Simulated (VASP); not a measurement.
# Rb (I4/mmm) in VASP: further runs, part 2 of 2

VASP 6.6.1. The steps go on from the part before.

## Step 3: Single point, PBE

This run uses another cell than the first one, of the same volume but with other edges.

INCAR reads:

```
SYSTEM = Rb
ALGO     = Fast           ! electronic algorithm
EDIFF    = 1E-6           ! SCF threshold, eV
ENCUT    = 520            ! plane-wave cutoff, eV
GGA      = PE             ! functional
ISIF     = 2              ! what is computed and relaxed
ISMEAR   = 0              ! smearing method
LASPH    = .True.         ! aspherical terms in the spheres
LCHARG   = .True.         ! write CHGCAR
LELF     = .True.         ! ELF
LREAL    = .False.        ! projectors in reciprocal space
LVHAR    = .True.       
LWAVE    = .False.        ! write WAVECAR
NBANDS   = 10             ! bands
NELM     = 100            ! most SCF steps
PREC     = Accurate       ! precision mode
SIGMA    = 0.15           ! smearing width, eV
```

KPOINTS reads:

```
k-points
0
Gamma
  14 14 14
  0 0 0
```

POSCAR reads:

```
Rb
1.0
   -3.1497870668      3.1497870668      2.2268994562
    3.1497870668     -3.1497870668      2.2268994562
    3.1497870668      3.1497870668     -2.2268994562
Rb
1
Direct
    0.0000000000      0.0000000000      0.0000000000
```

Potentials or basis: VASP PAW PBE potentials, release 64 (Rb_sv).

Launch:

```
> cat potpaw_PBE.64/Rb_sv/POTCAR > POTCAR
> mpirun -np 1 vasp_std > vasp.out
```

OUTCAR:

```text
SYSTEM = Rb
   EDIFF = 1E-6
   ENCUT = 520
   GGA = PE
   ISIF = 2
   ISMEAR = 0
   LASPH = .True.
   LREAL = .False.
   NELM = 100
   PREC = Accurate

 ion  position               nearest neighbor table
   1  0.000  0.000  0.000-

  LATTYP: Found a body centered tetragonal cell.
 ALAT       =     6.2995741336
 C/A-ratio  =     0.7070000000

  Lattice vectors:

 A1 = (  -3.1497870668,   3.1497870668,   2.2268994562)
 A2 = (   3.1497870668,  -3.1497870668,   2.2268994562)
 A3 = (   3.1497870668,   3.1497870668,  -2.2268994562)

Analysis of symmetry for initial positions (statically):
=====================================================================
 Subroutine PRICEL returns:
 Original cell was already a primitive cell.

 Routine SETGRP: Setting up the symmetry group for a
 body centered tetragonal supercell.

 Subroutine GETGRP returns: Found 16 space group operations
 (whereof 16 operations were pure point group operations)
 out of a pool of 16 trial point group operations.

The static configuration has the point symmetry D_4h.

Analysis of symmetry for dynamics (positions and initial velocities):
=====================================================================
 Subroutine PRICEL returns:
 Original cell was already a primitive cell.

 Routine SETGRP: Setting up the symmetry group for a
 body centered tetragonal supercell.

 Subroutine GETGRP returns: Found 16 space group operations
 (whereof 16 operations were pure point group operations)
 out of a pool of 16 trial point group operations.

The dynamic configuration has the point symmetry D_4h.

 Subroutine INISYM returns: Found 16 space group operations
 (whereof 16 operations are pure point group operations),
 and found     1 'primitive' translations

----------------------------------------------------------------------------------------

                                     Primitive cell

  volume of cell :      88.3737

  direct lattice vectors                    reciprocal lattice vectors
    -3.149787067  3.149787067  2.226899456     0.000000000  0.158740889  0.224527425
     3.149787067 -3.149787067  2.226899456     0.158740889  0.000000000  0.224527425
     3.149787067  3.149787067 -2.226899456     0.158740889  0.158740889  0.000000000

  length of vectors
     4.980100232  4.980100232  4.980100232     0.274974970  0.274974970  0.224493519

  position of ions in fractional coordinates (direct lattice)
     0.000000000  0.000000000  0.000000000

  ion indices of the primitive-cell ions
   primitive index   ion index
                 1           1

----------------------------------------------------------------------------------------

 KPOINTS: k-points

Automatic generation of k-mesh.
 Grid dimensions read from file:
 generate k-points for:   14   14   14

 Generating k-lattice:

  Cartesian coordinates                     Fractional coordinates (reciprocal lattice)
     0.000000000  0.011338635  0.016037673     0.071428571 -0.000000000  0.000000000
     0.011338635  0.000000000  0.016037673    -0.000000000  0.071428571  0.000000000
     0.011338635  0.011338635  0.000000000     0.000000000  0.000000000  0.071428571

  Length of vectors
     0.019641069  0.019641069  0.016035251

  Shift w.r.t. Gamma in fractional coordinates (k-lattice)
     0.000000000  0.000000000  0.000000000

 Subroutine IBZKPT returns following result:
 ===========================================

 Found    244 irreducible k-points:

 Following reciprocal coordinates:
            Coordinates               Weight
  0.000000  0.000000  0.000000      1.000000
  0.071429  0.000000  0.000000      8.000000
  0.142857  0.000000  0.000000      8.000000
  0.214286  0.000000 -0.000000      8.000000
  0.285714  0.000000 -0.000000      8.000000
  0.357143  0.000000  0.000000      8.000000
[... 16 lines left out ...]
  0.214286  0.142857  0.000000     16.000000
  0.285714  0.142857 -0.000000     16.000000
 [... further k-points ...]
   k-points           NKPTS =    244   k-points in BZ     NKDIM =    244   number of bands    NBANDS=     10
   number of dos      NEDOS =    301   number of ions     NIONS =      1
   total plane-waves  NPLWV =  64000
   dimension x,y,z NGX =    40 NGY =   40 NGZ =   40
   dimension x,y,z NGXF=    80 NGYF=   80 NGZF=   80
   ions per type =               1
   NGX,Y,Z   is equivalent  to a cutoff of  13.35, 13.35, 13.35 a.u.
   NGXF,Y,Z  is equivalent  to a cutoff of  26.71, 26.71, 26.71 a.u.
 SYSTEM =  Rb
   PREC   = accura    normal or accurate (medium, high low for compatibility)
   ISTART =      0    job   : 0-new  1-cont  2-samecut
   ICHARG =      2    charge: 1-file 2-atom 10-const
   ISPIN  =      1    spin polarized calculation?
   LNONCOLLINEAR =      F non collinear calculations
   LSORBIT =      F    spin-orbit coupling
   LASPH  =      T    aspherical Exc in radial PAW
   ENCUT  =  520.0 eV  38.22 Ry    6.18 a.u.   9.26  9.26  9.26*2*pi/ulx,y,z
   NELM   =    100;   NELMIN=  2; NELMDL= -5     # of ELM steps
   EDIFF  = 0.1E-05   stopping-criterion for ELM
   LREAL  =      F    real-space projection
   EDIFFG = 0.1E-04   stopping-criterion for IOM
   NSW    =      0    number of steps for IOM
   IBRION =     -1    ionic relax: 0-MD 1-quasi-New 2-CG
   NFREE  =      0    steps in history (QN), initial steepest desc. (CG)
   ISIF   =      2    stress and relaxation
   ISYM   =      2    0-nonsym 1-usesym 2-fastsym
   POTIM  = 0.5000    time-step for ionic-motion
   TEBEG  =    0.0;   TEEND  =   0.0 temperature during run
   PSTRESS=    0.0 pullay stress
   NELECT =       9.0000    total number of electrons
   NUPDOWN=      -1.0000    fix difference up-down
   EMIN   =  10.00;   EMAX   =-10.00  energy-range for DOS
   EFERMI =   0.00;   METHOD = LEGACY
   ISMEAR =     0;   SIGMA  =   0.15  broadening in eV -4-tet -1-fermi 0-gaus
   EFERMI_NEDOS =   21; number of points for ismear=-14 and -15
   IALGO  =     68    algorithm
   IMIX   =      4    mixing-type and parameters
     AMIX     =   0.40;   BMIX     =  1.00
     AMIX_MAG =   1.60;   BMIX_MAG =  1.00
  volume/ion in A,a.u.               =      88.37       596.38
  Fermi-wavevector in a.u.,A,eV,Ry     =   0.764507  1.444708  7.952205  0.584471
  Thomas-Fermi vector in A             =   1.864423
   LORBIT       =      0    0 simple, 1 ext, 2 COOP (PROOUT), +10 PAW based schemes
   GGA     = PE    functional components
   LHFCALC =     F    Hartree Fock is set to
   AEXX    =    0.0000 exact exchange contribution
   IVDW    =     0    specifies the selected vdW correction
   LEPSILON=     F    determine dielectric tensor
   LRPA    =     F    only Hartree local field effects (RPA)
 non-spin polarized calculation
 RMM-DIIS sequential band-by-band and
 Gauss-broadening in eV      SIGMA  =   0.15
  energy-cutoff  :      520.00
  volume of cell :       88.37
 maximum number of plane-waves:      2408
 NGX is ok and might be reduce to    40

 number of electron       9.0000000 magnetization

 Free energy of the ion-electron system (eV)
  ---------------------------------------------------
  ext. energy  EPLUGINS =         0.00000000
  ---------------------------------------------------
  free energy    TOTEN  =        -0.90201583 eV

  energy without entropy =       -0.89316708  energy(sigma->0) =       -0.89759146

 E-fermi :   0.0914     XC(G=0):  -5.5300

 val. band max:        0.0547198999   @ k =   0.2857   0.1429  -0.0000
 cond. band min:       0.0963544436   @ k =   0.5000   0.5000   0.1429
 fundamental gap:      0.0416345437
 Fermi energy:         0.0914202042

 k-point     1 :       0.0000    0.0000    0.0000
  band No.  band energies     occupation
      1     -28.8506      2.00000
      2     -12.8919      2.00000
      3     -12.8919      2.00000
      4     -12.8610      2.00000
      5      -1.9248      2.00000
      6       2.7164      0.00000
      7       3.4648      0.00000
      8       4.8713      0.00000
      9       4.8713      0.00000
     10       5.7096      0.00000

 k-point     2 :       0.0714    0.0000    0.0000
  band No.  band energies     occupation
      1     -28.8501      2.00000
      2     -12.8933      2.00000
      3     -12.8929      2.00000
      4     -12.8700      2.00000
      5      -1.8499      2.00000
      6       2.7318      0.00000
      7       3.4854      0.00000
      8       4.6233      0.00000
      9       4.6446      0.00000
     10       5.5413      0.00000
[... 274 lines left out ...]
 k-point    24 :       0.2857    0.1429   -0.0000
  band No.  band energies     occupation
      1     -28.8412      2.00000
      2     -13.0349      2.00000
      3     -12.9090      2.00000
      4     -12.9047      2.00000
      5       0.0547      1.27067
      6       1.9981      0.00000
      7       2.2856      0.00000
      8       4.2030      0.00000
      9       4.4055      0.00000
     10       5.6360      0.00000

 [... further k-points ...]
[... 5 lines left out ...]
  --------------------------------------------------------------------------------------
  -------------------------------------------------------------------------------------
  Total       -0.0550189     -0.0550189      0.4324852      0.0000000     -0.0000000      0.0000000
  in kB       -0.9974690     -0.9974690      7.8407729      0.0000000     -0.0000000      0.0000000
  external PRESSURE =       1.9486116 kB  Pullay stress =       0.0000000 kB

 VOLUME and BASIS-vectors are now :
 -----------------------------------------------------------------------------
  energy-cutoff  :      520.00
  volume of cell :       88.37
      direct lattice vectors                 reciprocal lattice vectors
    -3.149787067  3.149787067  2.226899456     0.000000000  0.158740889  0.224527425
     3.149787067 -3.149787067  2.226899456     0.158740889  0.000000000  0.224527425
     3.149787067  3.149787067 -2.226899456     0.158740889  0.158740889  0.000000000

 POSITION                                       TOTAL-FORCE (eV/Angst)
 -----------------------------------------------------------------------------------
      0.00000      0.00000      0.00000         0.000000     -0.000000     -0.000000
 -----------------------------------------------------------------------------------
    total drift:                               -0.000000      0.000000     -0.000000

  FREE ENERGIE OF THE ION-ELECTRON SYSTEM (eV)
  ---------------------------------------------------
  free  energy   TOTEN  =        -0.9020158269 eV

  energy  without entropy=       -0.8931670842  energy(sigma->0) =       -0.89759146
```

Wall time 77 s (1 thread of Intel Xeon 6975P-C (Granite Rapids), shared host); peak memory 0.38 GiB.

What came out:

* Free energy: -0.9020 eV
* Pressure: 0.2 GPa

## Step 4: Single point, PBE

INCAR reads:

```
SYSTEM = Rb
ALGO = Fast
EDIFF = 1E-6
ENCUT = 520
GGA = PE
ISIF = 2
ISMEAR = 0
LASPH = .TRUE.
LCHARG = .FALSE.
LREAL = .FALSE.
LWAVE = .FALSE.
NBANDS = 10
NELM = 80
PREC = Accurate
SIGMA = 0.15
```

KPOINTS reads:

```
k-points
0
G
  14 14 14
  0 0 0
```

POSCAR reads:

```
Rb
1.0
   -2.9622021407      2.9622021407      2.5178718196
    2.9622021407     -2.9622021407      2.5178718196
    2.9622021407      2.9622021407     -2.5178718196
Rb
1
Direct
    0.0000000000      0.0000000000      0.0000000000
```

Potentials or basis: VASP PAW PBE potentials, release 64 (Rb_sv).

Launch:

```
> cat potpaw_PBE.64/Rb_sv/POTCAR > POTCAR
> mpirun -np 1 vasp_std > vasp.out
```

OUTCAR:

```text
SYSTEM = Rb
   EDIFF = 1E-6
   ENCUT = 520
   GGA = PE
   ISIF = 2
   ISMEAR = 0
   LASPH = .TRUE.
   LREAL = .FALSE.
   NELM = 80
   PREC = Accurate

 ion  position               nearest neighbor table
   1  0.000  0.000  0.000-

  LATTYP: Found a body centered tetragonal cell.
 ALAT       =     5.9244042814
 C/A-ratio  =     0.8500000000

  Lattice vectors:

 A1 = (  -2.9622021407,   2.9622021407,   2.5178718196)
 A2 = (   2.9622021407,  -2.9622021407,   2.5178718196)
 A3 = (   2.9622021407,   2.9622021407,  -2.5178718196)

Analysis of symmetry for initial positions (statically):
=====================================================================
 Subroutine PRICEL returns:
 Original cell was already a primitive cell.

 Routine SETGRP: Setting up the symmetry group for a
 body centered tetragonal supercell.

 Subroutine GETGRP returns: Found 16 space group operations
 (whereof 16 operations were pure point group operations)
 out of a pool of 16 trial point group operations.

The static configuration has the point symmetry D_4h.
[... 156 lines left out ...]
  free energy    TOTEN  =        -0.93573889 eV

  energy without entropy =       -0.92558011  energy(sigma->0) =       -0.93065950

 E-fermi :   0.0791     XC(G=0):  -5.5361

 val. band max:        0.0616145342   @ k =   0.2143   0.2143   0.0714
 cond. band min:       0.0843353522   @ k =   0.4286   0.0000  -0.0000
 fundamental gap:      0.0227208180
 Fermi energy:         0.0791424661

 k-point     1 :       0.0000    0.0000    0.0000
  band No.  band energies     occupation
      1     -28.8130      2.00000
      2     -12.8528      2.00000
      3     -12.8528      2.00000
      4     -12.8496      2.00000
      5      -1.9316      2.00000
      6       3.2551      0.00000
      7       4.1300      0.00000
      8       4.1745      0.00000
      9       4.1745      0.00000
     10       5.3174      0.00000
[... 287 lines left out ...]
 k-point    24 :       0.2857    0.1429    0.0000
  band No.  band energies     occupation
      1     -28.8081      2.00000
      2     -12.9439      2.00000
      3     -12.8832      2.00000
      4     -12.8684      2.00000
      5      -0.2049      1.99259
      6       1.8526      0.00000
      7       2.3913      0.00000
      8       4.2597      0.00000
      9       4.6473      0.00000
     10       5.6154      0.00000

 [... further k-points ...]
[... 5 lines left out ...]
  --------------------------------------------------------------------------------------
  -------------------------------------------------------------------------------------
  Total        0.0197209      0.0197209      0.1347532      0.0000000     -0.0000000      0.0000000
  in kB        0.3575319      0.3575319      2.4430183      0.0000000     -0.0000000      0.0000000
  external PRESSURE =       1.0526940 kB  Pullay stress =       0.0000000 kB

 VOLUME and BASIS-vectors are now :
 -----------------------------------------------------------------------------
  energy-cutoff  :      520.00
  volume of cell :       88.37
      direct lattice vectors                 reciprocal lattice vectors
    -2.962202141  2.962202141  2.517871820     0.000000000  0.168793342  0.198580403
     2.962202141 -2.962202141  2.517871820     0.168793342  0.000000000  0.198580403
     2.962202141  2.962202141 -2.517871820     0.168793342  0.168793342  0.000000000

 POSITION                                       TOTAL-FORCE (eV/Angst)
 -----------------------------------------------------------------------------------
      0.00000      0.00000      0.00000        -0.000000      0.000000     -0.000000
 -----------------------------------------------------------------------------------
    total drift:                               -0.000000      0.000000      0.000000

  FREE ENERGIE OF THE ION-ELECTRON SYSTEM (eV)
  ---------------------------------------------------
  free  energy   TOTEN  =        -0.9357388947 eV

  energy  without entropy=       -0.9255801145  energy(sigma->0) =       -0.93065950
```

Wall time 69 s (1 thread of Intel Xeon 6975P-C (Granite Rapids), shared host); peak memory 0.34 GiB.

What came out:

```yaml
Free_energy: -0.9357 eV
Pressure: 0.1 GPa
```

Stress tensor (GPa, compression positive):
```
0.04 0.00 0.00
0.00 0.04 0.00
0.00 0.00 0.24
```

## Step 5: The runs side by side

```tsv
cell	further INCAR settings	gap on the mesh (eV)	pressure (GPa)
a = 4.863 Å, angles 110.8, 110.8, 106.8°, 1 atom	ALGO = Fast; EDIFF = 1e-07; NBANDS = 10	none	0.1
a = 4.980 Å, angles 101.5, 101.5, 126.9°, 1 atom	ALGO = Fast; EDIFF = 1e-06; NBANDS = 10	none	0.2
a = 4.888 Å, angles 105.4, 105.4, 118.0°, 1 atom	ALGO = Fast; EDIFF = 1e-06; NBANDS = 10	none	0.1
```

Alike in all rows: task single point; level PBE; potentials or basis VASP PAW PBE potentials, release 64 (Rb_sv); no spin polarisation; k mesh 14 × 14 × 14; cutoff (eV) 520; smearing gaussian 0.15 eV.

Total energies depend on the potentials used, so only differences within one code and one set of settings carry meaning.
